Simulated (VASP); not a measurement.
## AlN: single point with LDA

The system is AlN.

```
Al N
1.0
     3.11100    0.00000    0.00000
    -1.55550    2.69421    0.00000
     0.00000    0.00000    5.05267
Al N
2 2
Cartesian
  0.0000 1.7961 0.0000
  1.5555 0.8981 2.5263
  0.0000 1.7961 1.9453
  1.5555 0.8981 4.4716
```

This cell differs from its parent crystal: strain +0.000 along x and y, +0.015 along z.

```
Program                : VASP 6.6.1
Task                   : single point
Functional             : LDA
Potentials or basis    : VASP PAW LDA potentials, release 64 (Al, N)
Cutoff                 : 520 eV
k mesh                 : 9 × 9 × 6
Occupations            : gaussian, width 0.05 eV
Spin                   : no spin polarisation
Dipole correction      : no
Further INCAR settings : ALGO = Normal; EDIFF = 1e-07; NBANDS = 16
```

| Item | Value |
| --- | --- |
| Pressure | -6.4 GPa |
| Largest force | 0.321 eV/Å |
| Band gap on the k mesh | 4.09 eV, direct |

Forces in eV/Å, atoms in the order of the input:
```
Al   0.000  0.000  0.321
Al   0.000  0.000  0.321
N    0.000  0.000 -0.321
N    0.000  0.000 -0.321
```

Stress tensor (GPa, compression positive):
```
 -4.15   0.00   0.00
  0.00  -4.15   0.00
  0.00   0.00 -10.77
```

Levels at points of the mesh, in eV from the valence-band top:
```csv
k point,band 6,band 7,band 8,band 9,band 10,band 11
"(0.00, 0.00, 0.00)",-0.23,-0.23,0.00,4.09,6.57,10.32
"(0.00, 0.00, 0.50)",-0.54,-0.54,-0.54,6.37,6.37,9.97
```

It took 37 s on 1 thread of AMD EPYC 7R13 (shared host), peak memory 0.12 GiB.

Caveat: the cell differs from its parent crystal (strain +0.000 along x and y, +0.015 along z).
